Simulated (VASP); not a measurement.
# BeSe5 (P4/mmm) in VASP: a series of runs, part 2 of 2

VASP 6.6.1. Earlier steps stand in the parts before.

## (3) Relaxation of cell and atoms, PBE

This run uses another cell than the first one, of 26.27 Å³/atom.

Contents of INCAR:

```
ALGO     = Normal         # electronic algorithm
EDIFF    = 1E-6           # SCF threshold, eV
EDIFFG   = -0.04          # ionic threshold
ENCUT    = 600            # plane-wave cutoff, eV
GGA      = PE             # functional
IBRION   = 2              # ionic algorithm
ISIF     = 3              # what is computed and relaxed
ISMEAR   = 0              # smearing method
LASPH    = True           # aspherical terms in the spheres
LCHARG   = False          # write CHGCAR
LREAL    = False          # projectors in reciprocal space
LWAVE    = False          # write WAVECAR
NELM     = 100            # most SCF steps
NSW      = 90             # ionic steps
PREC     = Accurate       # precision mode
SIGMA    = 0.1            # smearing width, eV
```

Contents of KPOINTS:

```
k-points
0
Gamma
  6 6 2
```

Contents of POSCAR:

```
BeSe5
1.0
    3.3383090300      0.0000000000      0.0000000000
    0.0000000000      3.3383090300      0.0000000000
    0.0000000000      0.0000000000     14.1409695500
Be Se
1 5
Direct
    0.5000000000      0.5000000000      0.0000000000
    0.5000000000      0.5000000000      0.3344822800
    0.5000000000      0.5000000000      0.6655177200
    0.0000000000      0.0000000000      0.1759868000
    0.0000000000      0.0000000000      0.8240132000
    0.0000000000      0.0000000000      0.5000000000
```

Potentials or basis: VASP PAW PBE potentials, release 64 (Be, Se).

On the command line:

```bash
cat potpaw_PBE.64/Be/POTCAR potpaw_PBE.64/Se/POTCAR > POTCAR
mpirun -np 1 vasp_std > vasp.out
```

OUTCAR:

```text
EDIFF = 1E-6
   EDIFFG = -0.04
   ENCUT = 600
   GGA = PE
   IBRION = 2
   ISIF = 3
   ISMEAR = 0
   LASPH = True
   LREAL = False
   NELM = 100
   NSW = 90
   PREC = Accurate

 ion  position               nearest neighbor table
   1  0.500  0.500  0.000-
   2  0.500  0.500  0.334-
   3  0.500  0.500  0.666-
   4  0.000  0.000  0.176-
   5  0.000  0.000  0.824-
   6  0.000  0.000  0.500-

  LATTYP: Found a simple tetragonal cell.
 ALAT       =     3.3383090300
 C/A-ratio  =     4.2359677977

  Lattice vectors:

 A1 = (   3.3383090300,   0.0000000000,   0.0000000000)
 A2 = (   0.0000000000,   3.3383090300,   0.0000000000)
 A3 = (   0.0000000000,   0.0000000000,  14.1409695500)

Analysis of symmetry for initial positions (statically):
=====================================================================
 Subroutine PRICEL returns:
 Original cell was already a primitive cell.

 Routine SETGRP: Setting up the symmetry group for a
 simple tetragonal supercell.
[... 158 lines left out ...]
 maximum number of plane-waves:      5312
 NGX is ok and might be reduce to    28
   NGX = 13   NGY = 13   NGZ = 57

--------------------------------------- Ionic step        1  -------------------------------------------

 number of electron      31.9999997 magnetization

 Free energy of the ion-electron system (eV)
  ---------------------------------------------------
  ext. energy  EPLUGINS =         0.00000000
  ---------------------------------------------------
  free energy    TOTEN  =       -14.39136928 eV

  energy without entropy =      -14.35524067  energy(sigma->0) =      -14.37330498

------------------------ aborting loop because EDIFF is reached ----------------------------------------

  FORCE on cell =-STRESS in cart. coord.  units (eV):
  Direction    XX          YY          ZZ          XY          YZ          ZX
  --------------------------------------------------------------------------------------
  -------------------------------------------------------------------------------------
  Total       -9.0419166     -9.0419166    -11.6762269      0.0000000      0.0000000      0.0000000
  in kB      -91.9260961    -91.9260961   -118.7082351      0.0000000      0.0000000      0.0000000
  external PRESSURE =    -100.8534758 kB  Pullay stress =       0.0000000 kB
[... 571 lines left out ...]
     19       4.1276      2.00000
     20       4.4980      1.84786

[... ionic steps 4 to 28 ...]

--------------------------------------- Ionic step       29  -------------------------------------------

 number of electron      32.0000002 magnetization

------------------------ aborting loop because EDIFF is reached ----------------------------------------
[... 542 lines left out ...]
--------------------------------------- Ionic step       31  -------------------------------------------

 number of electron      32.0000004 magnetization

 Free energy of the ion-electron system (eV)
  ---------------------------------------------------
  ext. energy  EPLUGINS =         0.00000000
  ---------------------------------------------------
  free energy    TOTEN  =       -18.56022326 eV

  energy without entropy =      -18.54839525  energy(sigma->0) =      -18.55430925

 E-fermi :   4.9267     XC(G=0): -10.1001

 val. band max:        4.8811281306   @ k =   0.3333   0.0000   0.5000
 cond. band min:       4.9482517250   @ k =   0.5000   0.1667   0.0000
 fundamental gap:      0.0671235945
 Fermi energy:         4.9266524420
[... 491 lines left out ...]
  FREE ENERGIE OF THE ION-ELECTRON SYSTEM (eV)
  ---------------------------------------------------
  free  energy   TOTEN  =       -18.5602232578 eV

  energy  without entropy=      -18.5483952514  energy(sigma->0) =      -18.55430925

 reached required accuracy - stopping structural energy minimisation
```

OSZICAR:

```text
N       E                     dE             d eps       ncg     rms          rms(c)
DAV:   1     0.180268022966E+03    0.18027E+03   -0.13813E+04   800   0.149E+03
DAV:   2     0.297516615484E+01   -0.17729E+03   -0.17301E+03  1128   0.210E+02
DAV:   3    -0.137801155103E+02   -0.16755E+02   -0.16035E+02   940   0.709E+01
[... 322 lines left out ...]
DAV:   3    -0.185604603147E+02    0.24283E-02   -0.68865E-03   872   0.412E-01    0.935E-02
DAV:   4    -0.185602483098E+02    0.21200E-03   -0.77870E-04   988   0.157E-01    0.522E-02
DAV:   5    -0.185602247955E+02    0.23514E-04   -0.10405E-04   884   0.562E-02    0.283E-02
DAV:   6    -0.185602240516E+02    0.74387E-06   -0.18243E-05   972   0.256E-02    0.900E-03
DAV:   7    -0.185602232578E+02    0.79382E-06   -0.21909E-06   652   0.730E-03
  31 F= -.18560223E+02 E0= -.18554309E+02  d E =-.142016E-01
```

CONTCAR:

```text
BeSe5
   1.00000000000000
     3.2172680140619350    0.0000000000000000    0.0000000000000000
     0.0000000000000000    3.2172680140619350    0.0000000000000000
     0.0000000000000000    0.0000000000000000   11.5619070298937139
  Be              Se
     1     5
Direct
     0.5000000000000000    0.5000000000000000    0.0000000000000000
     0.5000000000000000    0.5000000000000000    0.3433257432977053
     0.5000000000000000    0.5000000000000000    0.6566742567022948
     0.0000000000000000    0.0000000000000000    0.1085374048153154
     0.0000000000000000    0.0000000000000000    0.8914625951846845
     0.0000000000000000    0.0000000000000000    0.5000000000000000

  0.00000000E+00  0.00000000E+00  0.00000000E+00
  0.00000000E+00  0.00000000E+00  0.00000000E+00
  0.00000000E+00  0.00000000E+00  0.00000000E+00
  0.00000000E+00  0.00000000E+00  0.00000000E+00
  0.00000000E+00  0.00000000E+00  0.00000000E+00
  0.00000000E+00  0.00000000E+00  0.00000000E+00
```

It took 19 min on 1 thread of Intel Xeon Platinum 8559C (Emerald Rapids), shared host; peak memory 0.35 GiB.

What came out:

```
Free energy                           : -18.5602 eV
Relaxed volume                        : 19.95 Å³/atom
Relaxed cell                          : a = 3.217 Å, b = 3.217 Å, c = 11.562 Å, α = 90.00°, β = 90.00°, γ = 90.00°
Space group after relaxing (to 0.1 Å) : P4/mmm (No. 123)
Pressure after relaxing               : 0.0 GPa
Largest force after relaxing          : 0.023 eV/Å
```

Forces on the atoms (eV/Å):
```
Be   0.000  0.000  0.000
Se   0.000  0.000  0.004
Se   0.000  0.000 -0.004
Se   0.000  0.000  0.023
Se   0.000  0.000 -0.023
Se   0.000  0.000  0.000
```

Stress tensor (GPa, compression positive):
```
-0.08  0.00  0.00
 0.00 -0.08  0.00
 0.00  0.00  0.10
```

Final structure:
```
Be Se
1.0
     3.21727    0.00000    0.00000
     0.00000    3.21727    0.00000
     0.00000    0.00000   11.56191
Be Se
1 5
Direct
  0.50000 0.50000 0.00000
  0.50000 0.50000 0.34333
  0.50000 0.50000 0.65667
  0.00000 0.00000 0.10854
  0.00000 0.00000 0.89146
  0.00000 0.00000 0.50000
```

Caveat: the volume moved by over 15 % at a fixed basis, so the end points are rough; the highest band is partly filled, so the run has too few bands.

## (4) Relaxation of cell and atoms, PBE

This run uses another cell than the first one, of 19.94 Å³/atom.

Contents of INCAR:

```
  ALGO = Normal
  EDIFF = 1E-6
  EDIFFG = -0.01
  ENCUT = 600
  GGA = PE
  IBRION = 2
  ISIF = 3
  ISMEAR = 0
  LASPH = True
  LCHARG = False
  LREAL = False
  LWAVE = False
  NELM = 60
  NSW = 100
  PREC = Accurate
  SIGMA = 0.1
```

Contents of KPOINTS:

```
k-points
0
Gamma
  12 12 4
```

Contents of POSCAR:

```
BeSe5
1.0
    3.2152056563      0.0000000000      0.0000000000
    0.0000000000      3.2152056563      0.0000000000
    0.0000000000      0.0000000000     11.5711433828
Be Se
1 5
Direct
    0.5000000000      0.5000000000      0.0000000000
    0.5000000000      0.5000000000      0.3435835670
    0.5000000000      0.5000000000      0.6564164330
    0.0000000000      0.0000000000      0.1084750989
    0.0000000000      0.0000000000      0.8915249011
    0.0000000000      0.0000000000      0.5000000000
```

On the command line:

```bash
cat potpaw_PBE.64/Be/POTCAR potpaw_PBE.64/Se/POTCAR > POTCAR
mpirun -np 1 vasp_std > vasp.out
```

Wall time 17 min (1 thread of Intel Xeon Platinum 8559C (Emerald Rapids), shared host); peak memory 0.42 GiB.

The run converged. Its results:

```yaml
Free_energy: -18.5067 eV
Relaxed_volume: 19.79 Å³/atom
Relaxed_cell: a = 3.236 Å, b = 3.236 Å, c = 11.340 Å, α = 90.00°, β = 90.00°, γ = 90.00°
Space_group_after_relaxing_to_0.1_Å: P4/mmm (No. 123)
Energy_gained_by_relaxing: 2.0 meV/atom
Ionic_steps: 15
Pressure_after_relaxing: 0.0 GPa
Largest_force_after_relaxing: 0.007 eV/Å
```

Forces in eV/Å, atoms in the order of the input:
```
Be   0.000  0.000  0.000
Se   0.000  0.000 -0.001
Se   0.000  0.000  0.001
Se   0.000  0.000  0.007
Se   0.000  0.000 -0.007
Se   0.000  0.000  0.000
```

Stress tensor (GPa, compression positive):
```
 0.08  0.00  0.00
 0.00  0.08  0.00
 0.00  0.00 -0.01
```

The path:
```tsv
step	energy change (eV)	largest force (eV/Å)	pressure (GPa)	volume (Å³)
1	0.0000	0.0884	-0.11	119.62
2	-0.0073	0.1069	0.17	119.38
3	-0.0077	0.1563	0.24	119.31
4	-0.0100	0.0866	-0.13	119.78
5	-0.0102	0.0547	-0.29	119.99
6	-0.0114	0.0289	-0.12	119.50
7	-0.0115	0.0438	0.02	119.11
8	-0.0116	0.0373	0.00	119.20
9	-0.0116	0.0359	0.00	119.22
10	-0.0115	0.0252	-0.06	119.36
11	-0.0116	0.0342	-0.02	119.24
12	-0.0117	0.0260	-0.03	119.16
13	-0.0118	0.0211	-0.04	119.00
14	-0.0119	0.0093	-0.01	118.90
15	-0.0120	0.0067	0.05	118.75
```

Final structure:
```
Be Se
1.0
     3.23604    0.00000    0.00000
     0.00000    3.23604    0.00000
     0.00000    0.00000   11.33955
Be Se
1 5
Direct
  0.50000 0.50000 0.00000
  0.50000 0.50000 0.34354
  0.50000 0.50000 0.65646
  0.00000 0.00000 0.11007
  0.00000 0.00000 0.88993
  0.00000 0.00000 0.50000
```

Levels at points of the mesh, in eV from the Fermi level:
```
           k point  band 12  band 13  band 14  band 15  band 16  band 17  band 18  band 19  band 20
(0.00, 0.00, 0.00)    -1.48    -0.58    -0.15    -0.15     0.66     0.66     1.29     1.76     2.48
(0.50, 0.00, 0.00)    -1.12    -0.79    -0.14     0.14     0.70     0.86     1.05     1.07     2.15
(0.50, 0.50, 0.00)    -3.95    -2.93    -2.93    -2.50    -2.45    -0.96    -0.81    -0.57    -0.57
(0.00, 0.00, 0.50)    -2.03     0.23     0.23     0.25     0.25     0.58     0.87     1.62     2.58
(0.50, 0.00, 0.50)    -1.60    -0.79     0.14     0.70     1.05     1.07     1.09     1.15     1.37
(0.50, 0.50, 0.50)    -3.59    -3.51    -3.51    -2.41    -2.35    -1.53    -0.30    -0.30    -0.09
```

Caveat: the highest band is partly filled, so the run has too few bands.

## (5) Overview

| task | cell | k mesh | cutoff (eV) | pressure (GPa) | relaxed volume (Å³/atom) | largest force (eV/Å) |
| --- | --- | --- | --- | --- | --- | --- |
| single point | a = 3.238, b = 3.238, c = 11.330 Å, 6 atoms, atomic positions A | 12 × 12 × 4 | 520 | 0.0 | - | 0.02 |
| relaxation of cell and atoms | relaxed from a = 3.338, b = 3.338, c = 14.141 Å, 6 atoms, atomic positions B | 6 × 6 × 2 | 600 | 0.0 | 19.95 | 0.02 |
| relaxation of cell and atoms | relaxed from a = 3.215, b = 3.215, c = 11.571 Å, 6 atoms, atomic positions C | 12 × 12 × 4 | 600 | 0.0 | 19.79 | 0.01 |

Alike in all rows: level PBE; potentials or basis VASP PAW PBE potentials, release 64 (Be, Se); no spin polarisation; smearing gaussian 0.1 eV.

Caveats: the highest band is partly filled, so the run has too few bands (at least some runs); the volume moved by over 15 % at a fixed basis, so the end points are rough (at least some runs).

Absolute energies hang on the potentials; compare differences alone.
